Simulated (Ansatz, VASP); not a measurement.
# LiGa4Sb in VASP and in Ansatz

Contents of INCAR:

```
PREC     = Accurate       # precision mode
ENCUT    = 750            # plane-wave cutoff, eV
EDIFF    = 1E-6           # SCF threshold, eV
ISMEAR   = 0              # smearing method
SIGMA    = 0.1            # smearing width, eV
LREAL    = False          # projectors in reciprocal space
LASPH    = True           # aspherical terms in the spheres
NELM     = 120            # most SCF steps
ALGO     = Normal         # electronic algorithm
ISIF     = 2              # what is computed and relaxed
LWAVE    = False          # write WAVECAR
LCHARG   = True           # write CHGCAR
GGA      = PE             # functional
LELF     = True           # ELF
LVHAR    = True         
NBANDS   = 44             # bands
GGA_COMPAT= False
```

File KPOINTS:

```
Automatic mesh
0
Gamma
  4 4 4
```

Contents of POSCAR:

```
LiGa4Sb
1.0
    2.3380592800     -3.7295470500      0.0000000000
    2.3380592800      3.7295470500      0.0000000000
    0.0000000000      0.0000000000      6.7298782000
Li Ga Sb
1 4 1
Direct
    0.0000000000      0.0000000000      0.0000000000
    0.5000000000      0.5000000000      0.2399561100
    0.5000000000      0.5000000000      0.7600438900
    0.1651134300      0.8348865700      0.5000000000
    0.8348865700      0.1651134300      0.5000000000
    0.5000000000      0.5000000000      0.5000000000
```

Input for Ansatz:

```yaml
crystal:
  lattice:
    - [2.33805928, -3.72954705, 0.0]
    - [2.33805928, 3.72954705, 0.0]
    - [0.0, 0.0, 6.7298782]
  atoms:
    - { symbol: Li, position: [0.0, 0.0, 0.0] }
    - { symbol: Ga, position: [0.5, 0.5, 0.23995611] }
    - { symbol: Ga, position: [0.5, 0.5, 0.76004389] }
    - { symbol: Ga, position: [0.16511343, 0.83488657, 0.5] }
    - { symbol: Ga, position: [0.83488657, 0.16511343, 0.5] }
    - { symbol: Sb, position: [0.5, 0.5, 0.5] }
basis:
  ecutwfc: 420
kpoints:
  mp_grid: { grid: [4, 4, 4] }
hamiltonian:
  xc: pbe
scf:
  occupations: { method: gaussian, width: 0.1 }
  lower_state_search: "off"
output:
  forces: true
  stress: true
  eigenvalues: true
```

Alike in both runs: task single point; functional PBE; k mesh 4 × 4 × 4; occupations gaussian, width 0.1 eV; no spin polarisation.

```csv
,VASP,Ansatz
version,VASP 6.6.1,Ansatz 0.2.0
potentials or method,"VASP PAW PBE potentials, release 64 (Li_sv, Ga_d, Sb_d_GW), cutoff 750 eV","scalar-relativistic, plane waves, PAW"
valence electrons in the cell,70,70
```

VASP gave:

- gap on the k mesh at the Fermi level (eV): none
- rms of the force components (eV/Å): 12.259

**Question.** What did Ansatz give for the same quantities?

**Answer.** gap on the k mesh at the Fermi level (eV): none; rms of the force components (eV/Å): 11.794.

Atom by atom the forces differ by 0.465 eV/Å (rms over components). A gap of «none» marks a metal or a gap that the smearing closes.

The k mesh is coarse, so the values compare programs but aren't converged. Neither program's run includes spin-orbit coupling.
